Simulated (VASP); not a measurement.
# HfCl4F (F-43m) in VASP: further runs, part 2 of 2

VASP 6.6.1. Earlier steps stand in the parts before.

## Step 3: Single point, PBE

This run uses another cell than the first one, of 30.76 Å³/atom, 1.355 times its volume.

INCAR

```
SYSTEM = HfCl4F
ALGO = Normal
EDIFF = 1E-6
ENCUT = 520
GGA = PE
ISIF = 2
ISMEAR = 0
LASPH = .True.
LCHARG = .True.
LELF = .True.
LREAL = .False.
LVHAR = .True.
LWAVE = .False.
NBANDS = 32
NELM = 100
PREC = Accurate
SIGMA = 0.1
```

KPOINTS

```
k-points
0
Gamma
  4 4 4
  0 0 0
```

POSCAR

```
HfCl4F
1.0
    0.0000000000      4.5188316079      4.5188316079
    4.5188316079      0.0000000000      4.5188316079
    4.5188316079      4.5188316079      0.0000000000
Hf Cl F
1 4 1
Direct
    0.0000000000      0.0000000000      0.0000000000
    0.9244804336      0.3585065221      0.3585065221
    0.3585065221      0.3585065221      0.3585065221
    0.3585065221      0.9244804336      0.3585065221
    0.3585065221      0.3585065221      0.9244804336
    0.5000000000      0.5000000000      0.5000000000
```

Potentials or basis: VASP PAW PBE potentials, release 64 (Hf_pv, Cl, F).

The run is started by

```
$ cat potpaw_PBE.64/Hf_pv/POTCAR potpaw_PBE.64/Cl/POTCAR potpaw_PBE.64/F/POTCAR > POTCAR
$ mpirun -np 1 vasp_std > vasp.out
```

OUTCAR:

```text
SYSTEM = HfCl4F
   EDIFF = 1E-6
   ENCUT = 520
   GGA = PE
   ISIF = 2
   ISMEAR = 0
   LASPH = .True.
   LREAL = .False.
   NELM = 100
   PREC = Accurate

 ion  position               nearest neighbor table
   1  0.000  0.000  0.000-
   2  0.924  0.359  0.359-   6 2.21
   3  0.359  0.359  0.359-   6 2.21
   4  0.359  0.924  0.359-   6 2.21
   5  0.359  0.359  0.924-   6 2.21
[... 466 lines left out ...]
  Direction    XX          YY          ZZ          XY          YZ          ZX
  --------------------------------------------------------------------------------------
  -------------------------------------------------------------------------------------
  Total        0.1903667      0.1903667      0.1903667      0.0000000     -0.0000000      0.0000000
  in kB        1.6526963      1.6526963      1.6526963      0.0000000     -0.0000000      0.0000000
  external PRESSURE =       1.6526963 kB  Pullay stress =       0.0000000 kB

 VOLUME and BASIS-vectors are now :
 -----------------------------------------------------------------------------
  energy-cutoff  :      520.00
  volume of cell :      184.55
      direct lattice vectors                 reciprocal lattice vectors
     0.000000000  4.518831608  4.518831608    -0.110648071  0.110648071  0.110648071
     4.518831608  0.000000000  4.518831608     0.110648071 -0.110648071  0.110648071
     4.518831608  4.518831608  0.000000000     0.110648071  0.110648071 -0.110648071

 POSITION                                       TOTAL-FORCE (eV/Angst)
 -----------------------------------------------------------------------------------
      0.00000      0.00000      0.00000        -0.000000     -0.000000     -0.000000
      3.24006      5.79760      5.79760         0.012907     -0.012907     -0.012907
      3.24006      3.24006      3.24006         0.012907      0.012907      0.012907
      5.79760      3.24006      5.79760        -0.012907      0.012907     -0.012907
      5.79760      5.79760      3.24006        -0.012907     -0.012907      0.012907
      4.51883      4.51883      4.51883        -0.000000     -0.000000     -0.000000
 -----------------------------------------------------------------------------------
    total drift:                                0.000001      0.000001      0.000001

  FREE ENERGIE OF THE ION-ELECTRON SYSTEM (eV)
  ---------------------------------------------------
  free  energy   TOTEN  =       -13.7446664182 eV

  energy  without entropy=      -13.6502353811  energy(sigma->0) =      -13.69745090
```

OSZICAR:

```text
N       E                     dE             d eps       ncg     rms          rms(c)
DAV:   1     0.298426888634E+03    0.29843E+03   -0.20112E+04   536   0.118E+03
DAV:   2     0.569082586697E+01   -0.29274E+03   -0.27396E+03   728   0.251E+02
DAV:   3    -0.231259291154E+02   -0.28817E+02   -0.28409E+02   632   0.793E+01
[... 11 lines left out ...]
DAV:  15    -0.137446966980E+02    0.11650E-02   -0.15634E-03   576   0.257E-01    0.730E-02
DAV:  16    -0.137448398557E+02   -0.14316E-03   -0.21621E-04   512   0.743E-02    0.152E-01
DAV:  17    -0.137446648221E+02    0.17503E-03   -0.13375E-04   512   0.782E-02    0.149E-02
DAV:  18    -0.137446665307E+02   -0.17086E-05   -0.21018E-05   568   0.234E-02    0.134E-02
DAV:  19    -0.137446664182E+02    0.11244E-06   -0.20531E-06   456   0.683E-03
   1 F= -.13744666E+02 E0= -.13697451E+02  d E =-.944310E-01
```

stdout:

```text
POSCAR found type information on POSCAR HfClF
 POSCAR found :  3 types and       6 ions
 scaLAPACK will be used
 LDA part: xc-table for (Slater+PW92), standard interpolation
 POSCAR, INCAR and KPOINTS ok, starting setup
 FFT: planning ... GRIDC
 FFT: planning ... GRID_SOFT
 FFT: planning ... GRID
 WAVECAR not read
 entering main loop
```

It took 86 s on 1 thread of Intel Xeon Platinum 8488C (Sapphire Rapids), shared host; peak memory 0.33 GiB.

Results:

```
Free energy   : -13.7447 eV
Pressure      : 0.2 GPa
Largest force : 0.022 eV/Å
```

Forces in eV/Å, atoms in the order of the input:
```
Hf   0.000  0.000  0.000
Cl   0.013 -0.013 -0.013
Cl   0.013  0.013  0.013
Cl  -0.013  0.013 -0.013
Cl  -0.013 -0.013  0.013
F    0.000  0.000  0.000
```

Caveat: spin-orbit coupling is left out, which moves the levels of the heavy elements; an odd number of electrons without spin polarisation forces a metal; a magnetic or distorted state may lie lower.

## Step 4: Relaxation of cell and atoms, PBE

INCAR

```
PREC     = Accurate       # precision mode
ENCUT    = 600            # plane-wave cutoff, eV
EDIFF    = 1E-7           # SCF threshold, eV
ISMEAR   = 0              # smearing method
SIGMA    = 0.1            # smearing width, eV
LREAL    = False          # projectors in reciprocal space
LASPH    = True           # aspherical terms in the spheres
NELM     = 60             # most SCF steps
ALGO     = Normal         # electronic algorithm
ISIF     = 3              # what is computed and relaxed
LWAVE    = False          # write WAVECAR
LCHARG   = False          # write CHGCAR
GGA      = PE             # functional
IBRION   = 2              # ionic algorithm
NSW      = 90             # ionic steps
EDIFFG   = -0.04          # ionic threshold
```

KPOINTS

```
Automatic mesh
0
Gamma
  4 4 4
```

POSCAR

```
HfCl4F
1.0
    0.0000000000      4.0831502500      4.0831502500
    4.0831502500      0.0000000000      4.0831502500
    4.0831502500      4.0831502500      0.0000000000
Hf Cl F
1 4 1
Direct
    0.0000000000      0.0000000000      0.0000000000
    0.8696399600      0.3767866800      0.3767866800
    0.3767866800      0.3767866800      0.3767866800
    0.3767866800      0.8696399600      0.3767866800
    0.3767866800      0.3767866800      0.8696399600
    0.5000000000      0.5000000000      0.5000000000
```

The run is started by

```
$ cat potpaw_PBE.64/Hf_pv/POTCAR potpaw_PBE.64/Cl/POTCAR potpaw_PBE.64/F/POTCAR > POTCAR
$ mpirun -np 1 vasp_std > vasp.out
```

It took 15 min on 1 thread of Intel Xeon Platinum 8488C (Sapphire Rapids), shared host; peak memory 0.36 GiB.

The run converged. Its results:

```yaml
Free_energy: -13.7225 eV
Relaxed_volume: 30.88 Å³/atom
Relaxed_cell: a = 6.399 Å, b = 6.399 Å, c = 6.399 Å, α = 60.00°, β = 60.00°, γ = 60.00°
Space_group_after_relaxing_to_0.05_Å: F-43m (No. 216)
Energy_gained_by_relaxing: 1122.8 meV/atom
Ionic_steps: 7
Pressure_after_relaxing: 0.0 GPa
Largest_force_after_relaxing: 0.015 eV/Å
```

Forces in eV/Å, atoms in the order of the input:
```
Hf   0.000  0.000  0.000
Cl  -0.009  0.009  0.009
Cl  -0.009 -0.009 -0.009
Cl   0.009 -0.009  0.009
Cl   0.009  0.009 -0.009
F    0.000  0.000  0.000
```

The path:
```tsv
step	energy change (eV)	largest force (eV/Å)	pressure (GPa)	volume (Å³)
1	0.0000	10.0898	25.52	136.15
2	-4.8109	3.2706	-0.21	220.52
3	-6.6580	0.6841	1.27	177.53
4	-6.6637	0.5961	1.40	176.63
5	-6.6675	0.4650	1.59	175.33
6	-6.7315	0.1075	0.43	182.34
7	-6.7370	0.0151	0.02	185.29
```

Final structure:
```
Hf Cl F
1.0
     0.00000    4.52492    4.52492
     4.52492    0.00000    4.52492
     4.52492    4.52492    0.00000
Hf Cl F
1 4 1
Direct
  0.00000 0.00000 0.00000
  0.92402 0.35866 0.35866
  0.35866 0.35866 0.35866
  0.35866 0.92402 0.35866
  0.35866 0.35866 0.92402
  0.50000 0.50000 0.50000
```

Levels at points of the mesh, in eV from the Fermi level:
| k point | band 19 | band 20 | band 21 | band 22 | band 23 | band 24 | band 25 | band 26 |
| --- | --- | --- | --- | --- | --- | --- | --- | --- |
| (0.00, 0.00, 0.00) | -1.32 | -1.32 | -1.20 | -0.04 | -0.04 | -0.04 | 0.25 | 0.25 |
| (0.50, 0.00, 0.00) | -1.81 | -1.31 | -1.03 | -0.03 | 0.03 | 0.03 | 0.15 | 0.30 |
| (0.50, 0.50, 0.00) | -1.57 | -1.56 | -1.56 | 0.07 | 0.10 | 0.10 | 0.14 | 0.25 |

Caveat: the volume moved by over 15 % at a fixed basis, so the end points are rough; spin-orbit coupling is left out, which moves the levels of the heavy elements; an odd number of electrons without spin polarisation forces a metal; a magnetic or distorted state may lie lower.

## Step 5: Single point, PBE

This run uses another cell than the first one, of 31.20 Å³/atom, 1.375 times its volume.

INCAR

```
SYSTEM = HfCl4F
PREC = Accurate ; ENCUT = 520
EDIFF = 1E-7 ; ISMEAR = 0
SIGMA = 0.1 ; LREAL = .FALSE.
LASPH = .TRUE. ; NELM = 100
ALGO = Normal ; ISIF = 2
LWAVE = .FALSE. ; LCHARG = .FALSE.
GGA = PE ; NBANDS = 32
```

KPOINTS

```
regular mesh
0
G
  8 8 8
  0 0 0
```

POSCAR

```
HfCl4F
1.0
    0.0000000000      4.5403360853      4.5403360853
    4.5403360853      0.0000000000      4.5403360853
    4.5403360853      4.5403360853      0.0000000000
Hf Cl F
1 4 1
Direct
    0.0000000000      0.0000000000      0.0000000000
    0.6413754912      0.6413754912      0.0758735265
    0.6413754912      0.0758735265      0.6413754912
    0.0758735265      0.6413754912      0.6413754912
    0.6413754912      0.6413754912      0.6413754912
    0.5000000000      0.5000000000      0.5000000000
```

The run is started by

```
$ cat potpaw_PBE.64/Hf_pv/POTCAR potpaw_PBE.64/Cl/POTCAR potpaw_PBE.64/F/POTCAR > POTCAR
$ mpirun -np 1 vasp_std > vasp.out
```

It took 5.5 min on 1 thread of Intel Xeon Platinum 8488C (Sapphire Rapids), shared host; peak memory 0.41 GiB.

It converged, with:

```yaml
Free_energy: -13.7482 eV
Pressure: -0.1 GPa
```

Levels at points of the mesh, in eV from the Fermi level:
| k point | band 20 | band 21 | band 22 | band 23 | band 24 | band 25 |
| --- | --- | --- | --- | --- | --- | --- |
| (0.00, 0.00, 0.00) | -1.28 | -1.18 | -0.03 | -0.03 | -0.03 | 0.25 |
| (0.50, 0.00, 0.00) | -1.28 | -1.01 | -0.02 | 0.03 | 0.03 | 0.15 |
| (0.50, 0.50, 0.00) | -1.53 | -1.53 | 0.07 | 0.11 | 0.11 | 0.14 |

Caveat: spin-orbit coupling is left out, which moves the levels of the heavy elements; an odd number of electrons without spin polarisation forces a metal; a magnetic or distorted state may lie lower.

## Step 6: The runs side by side

| task | cell | k mesh | cutoff (eV) | gap on the mesh (eV) | pressure (GPa) | largest force (eV/Å) |
| --- | --- | --- | --- | --- | --- | --- |
| single point | a = 5.774 Å, angles 60.0°, 6 atoms | 4 × 4 × 4 | 520 | none | 25.5 | 10.10 |
| single point | a = 6.391 Å, angles 60.0°, 6 atoms | 4 × 4 × 4 | 520 | none | 0.2 | 0.02 |
| relaxation of cell and atoms | relaxed from a = 5.774 Å, angles 60.0°, 6 atoms | 4 × 4 × 4 | 600 | none | 0.0 | 0.02 |
| single point | a = 6.421 Å, angles 60.0°, 6 atoms | 8 × 8 × 8 | 520 | none | -0.1 | - |

Alike in all rows: level PBE; potentials or basis VASP PAW PBE potentials, release 64 (Hf_pv, Cl, F); no spin polarisation; smearing gaussian 0.1 eV.

Caveats: spin-orbit coupling is left out, which moves the levels of the heavy elements; an odd number of electrons without spin polarisation forces a metal; a magnetic or distorted state may lie lower; the volume moved by over 15 % at a fixed basis, so the end points are rough (some runs).

Absolute energies hang on the potentials; compare differences alone.
